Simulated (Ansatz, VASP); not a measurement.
# Two plane-wave programs on Au

INCAR

```
SYSTEM = Au
PREC = Accurate
ENCUT = 520
EDIFF = 1E-6
ISMEAR = 0
SIGMA = 0.15
LREAL = .FALSE.
LASPH = .TRUE.
NELM = 100
ALGO = Fast
ISIF = 2
LWAVE = .FALSE.
LCHARG = .TRUE.
GGA = PE
LELF = .TRUE.
LVHAR = .TRUE.
NBANDS = 12
```

Contents of KPOINTS:

```
Automatic mesh
0
G
  20 20 20
  0 0 0
```

POSCAR

```
Au
1.0
    0.0000000000      2.0761825000      2.0761825000
    2.0761825000      0.0000000000      2.0761825000
    2.0761825000      2.0761825000      0.0000000000
Au
1
Direct
    0.0000000000      0.0000000000      0.0000000000
```

Input for Ansatz:

```yaml
crystal:
  lattice:
    - [0.0, 2.0761825, 2.0761825]
    - [2.0761825, 0.0, 2.0761825]
    - [2.0761825, 2.0761825, 0.0]
  atoms:
    - { symbol: Au, position: [0.0, 0.0, 0.0] }
basis:
  ecutwfc: 420
kpoints:
  mp_grid: { grid: [20, 20, 20] }
hamiltonian:
  xc: pbe
scf:
  occupations: { method: gaussian, width: 0.15 }
output:
  forces: true
  stress: true
  eigenvalues: true
```

Change from the starting cell: strain +0.015 along x and y, +0.015 along z, atoms carried along.

Alike in both runs: task single point; functional PBE; k mesh 20 × 20 × 20; occupations gaussian, width 0.15 eV; no spin polarisation.

```csv
,VASP,Ansatz
version,VASP 6.6.1,Ansatz 0.2.0
potentials or method,"VASP PAW PBE potentials, release 64 (Au), cutoff 520 eV","scalar-relativistic, plane waves, PAW"
valence electrons in the cell,11,19
```

```tsv
	VASP	Ansatz	Ansatz less VASP
gap on the k mesh at the Fermi level (eV)	none	none	-
pressure (GPa)	0.4	0.6	+0.17
```

A gap of «none» marks a metal or a gap that the smearing closes. VASP's potentials hold 11 valence electrons a cell and Ansatz's 19, so a difference there can come from the potentials and not from the codes.

Neither program's run includes spin-orbit coupling.
